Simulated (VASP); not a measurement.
# Sc (Fm-3m) in VASP: notebook, part 2 of 2

VASP 6.6.1. Earlier steps stand in the parts before.

### 5 Single point, BLYP (24.07 Å³/atom)

This run uses another cell than the first one, of 24.07 Å³/atom.

Contents of INCAR:

```
AGGAC = 1.0
AGGAX = 1.0
ALDAC = 0.0
ALDAX = 1.0
ALGO = Normal
EDIFF = 1E-6
ENCUT = 520
GGA = B5
ISIF = 2
ISMEAR = -1
LASPH = T
LCHARG = T
LELF = T
LREAL = F
LVHAR = T
LWAVE = F
NBANDS = 12
NELM = 60
PREC = Accurate
SIGMA = 0.1
```

Contents of KPOINTS:

```
k-points
0
Gamma
  13 13 13
```

Contents of POSCAR:

```
Sc
1.0
    0.0000000000      2.2916196166      2.2916196166
    2.2916196166      0.0000000000      2.2916196166
    2.2916196166      2.2916196166      0.0000000000
Sc
1
Direct
    0.0000000000      0.0000000000      0.0000000000
```

Potentials or basis: VASP PAW PBE potentials, release 64 (Sc_sv).

Run with:

```sh
cat potpaw_PBE.64/Sc_sv/POTCAR > POTCAR
mpirun -np 1 vasp_std > vasp.out
```

OUTCAR:

```text
EDIFF = 1E-6
   ENCUT = 520
   GGA = B5
   ISIF = 2
   ISMEAR = -1
   LASPH = T
   LREAL = F
   NELM = 60
   PREC = Accurate

 ion  position               nearest neighbor table
   1  0.000  0.000  0.000-

  LATTYP: Found a face centered cubic cell.
 ALAT       =     4.5832392332

  Lattice vectors:

 A1 = (   0.0000000000,   2.2916196166,   2.2916196166)
 A2 = (   2.2916196166,   0.0000000000,   2.2916196166)
 A3 = (   2.2916196166,   2.2916196166,   0.0000000000)

Analysis of symmetry for initial positions (statically):
=====================================================================
 Subroutine PRICEL returns:
 Original cell was already a primitive cell.

 Routine SETGRP: Setting up the symmetry group for a
 face centered cubic supercell.

 Subroutine GETGRP returns: Found 48 space group operations
 (whereof 48 operations were pure point group operations)
 out of a pool of 48 trial point group operations.

The static configuration has the point symmetry O_h .

Analysis of symmetry for dynamics (positions and initial velocities):
=====================================================================
 Subroutine PRICEL returns:
[... 166 lines left out ...]
      4     -23.4494      2.00000
      5      -0.7921      2.00000
      6       5.8338      0.00000
      7       5.8338      0.00000
      8       5.8338      0.00000
      9       7.2281      0.00000
     10       7.2281      0.00000
     11      17.0817      0.00000
     12      20.5687      0.00000
[... 331 lines left out ...]
 k-point    24 :       0.4615    0.1538    0.0000
  band No.  band energies     occupation
      1     -44.8328      2.00000
      2     -23.8242      2.00000
      3     -23.5526      2.00000
      4     -23.5278      2.00000
      5       2.6761      2.00000
      6       4.3553      0.86972
      7       5.4178      0.00004
      8       6.1765      0.00000
      9       8.1668      0.00000
     10       8.2937      0.00000
     11      11.8188      0.00000
     12      16.5652      0.00000

 [... further k-points ...]

------------------------ aborting loop because EDIFF is reached ----------------------------------------

  FORCE on cell =-STRESS in cart. coord.  units (eV):
  Direction    XX          YY          ZZ          XY          YZ          ZX
  --------------------------------------------------------------------------------------
  -------------------------------------------------------------------------------------
  Total        0.3197354      0.3197354      0.3197354      0.0000000     -0.0000000      0.0000000
  in kB       21.2835321     21.2835321     21.2835321      0.0000000     -0.0000000      0.0000000
  external PRESSURE =      21.2835321 kB  Pullay stress =       0.0000000 kB

 VOLUME and BASIS-vectors are now :
 -----------------------------------------------------------------------------
  energy-cutoff  :      520.00
  volume of cell :       24.07
      direct lattice vectors                 reciprocal lattice vectors
     0.000000000  2.291619617  2.291619617    -0.218186298  0.218186298  0.218186298
     2.291619617  0.000000000  2.291619617     0.218186298 -0.218186298  0.218186298
     2.291619617  2.291619617  0.000000000     0.218186298  0.218186298 -0.218186298

 POSITION                                       TOTAL-FORCE (eV/Angst)
 -----------------------------------------------------------------------------------
      0.00000      0.00000      0.00000         0.000000      0.000000      0.000000
 -----------------------------------------------------------------------------------
    total drift:                               -0.000000      0.000000     -0.000000

  FREE ENERGIE OF THE ION-ELECTRON SYSTEM (eV)
  ---------------------------------------------------
  free  energy   TOTEN  =        -5.3140431486 eV

  energy  without entropy=       -5.2532020338  energy(sigma->0) =       -5.28362259
```

stdout:

```text
POSCAR found type information on POSCAR Sc
 POSCAR found :  1 types and       1 ions
 scaLAPACK will be used
 -----------------------------------------------------------------------------
|                                                                             |
|                                                                             |
|     You enforced a specific xc type in the INCAR file but a different       |
|     I HOPE YOU KNOW WHAT YOU ARE DOING!                                     |
|                                                                             |
 -----------------------------------------------------------------------------

 LDA part: xc-table for (Slater(with rela. corr.)+VWN5), standard interpolation
 POSCAR, INCAR and KPOINTS ok, starting setup
 FFT: planning ... GRIDC
 FFT: planning ... GRID_SOFT
 FFT: planning ... GRID
 WAVECAR not read
 entering main loop
```

It took 20 s on 1 thread of AMD EPYC 7R13 (Zen 3), shared host; peak memory 0.12 GiB.

What came out:

```yaml
Free_energy: -5.3140 eV
Pressure: 2.1 GPa
Band_gap_on_the_k_mesh: zero (an odd number of electrons rules out a gap without spin polarisation)
```

Caveat: the PAW data sets were made with another functional, which shifts forces and pressure a little.

### 6 Single point, BLYP (25.07 Å³/atom)

Contents of INCAR:

```
AGGAC = 1.0
AGGAX = 1.0
ALDAC = 0.0
ALDAX = 1.0
ALGO = Normal
EDIFF = 1E-7
ENCUT = 520
GGA = B5
ISIF = 2
ISMEAR = -1
LASPH = True
LCHARG = False
LREAL = False
LWAVE = False
NBANDS = 12
NELM = 60
PREC = Accurate
SIGMA = 0.1
```

KPOINTS is that of step 5.

Contents of POSCAR:

```
Sc
1.0
    0.0000000000      2.3230155675      2.3230155675
    2.3230155675      0.0000000000      2.3230155675
    2.3230155675      2.3230155675      0.0000000000
Sc
1
Direct
    0.0000000000      0.0000000000      0.0000000000
```

Potentials or basis: VASP PAW PBE potentials, release 64 (Sc_sv).

Run with:

```sh
cat potpaw_PBE.64/Sc_sv/POTCAR > POTCAR
mpirun -np 1 vasp_std > vasp.out
```

Run time: 23 s. Hardware: 1 thread of AMD EPYC 7R13 (Zen 3), shared host; peak memory 0.12 GiB.

Results (log left out):

```yaml
Free_energy: -5.3209 eV
Pressure: 0.0 GPa
Band_gap_on_the_k_mesh: zero (an odd number of electrons rules out a gap without spin polarisation)
```

Levels at points of the mesh, in eV from the Fermi level:
```tsv
k point	band 3	band 4	band 5	band 6	band 7	band 8
(0.00, 0.00, 0.00)	-27.90	-27.90	-5.05	1.45	1.45	1.45
```

Caveat: the PAW data sets were made with another functional, which shifts forces and pressure a little.

### 7 The runs side by side

| cell | k mesh | gap on the mesh (eV) | pressure (GPa) |
| --- | --- | --- | --- |
| a = 3.285 Å, angles 60.0°, 1 atom | 12 × 12 × 12 | none | 0.0 |
| a = 3.148 Å, angles 60.0°, 1 atom | 13 × 13 × 13 | none | 7.7 |
| a = 3.195 Å, angles 60.0°, 1 atom | 13 × 13 × 13 | none | 4.7 |
| a = 3.241 Å, angles 60.0°, 1 atom | 13 × 13 × 13 | none | 2.1 |
| a = 3.285 Å, angles 60.0°, 1 atom | 13 × 13 × 13 | none | 0.0 |

Alike in all rows: task single point; level BLYP; potentials or basis VASP PAW PBE potentials, release 64 (Sc_sv); no spin polarisation; cutoff (eV) 520; smearing fermi-dirac 0.1 eV.

Caveats: the PAW data sets were made with another functional, which shifts forces and pressure a little; the cell stands under pressure (at least some runs).

Total energies depend on the potentials used, so only differences within one code and one set of settings carry meaning.
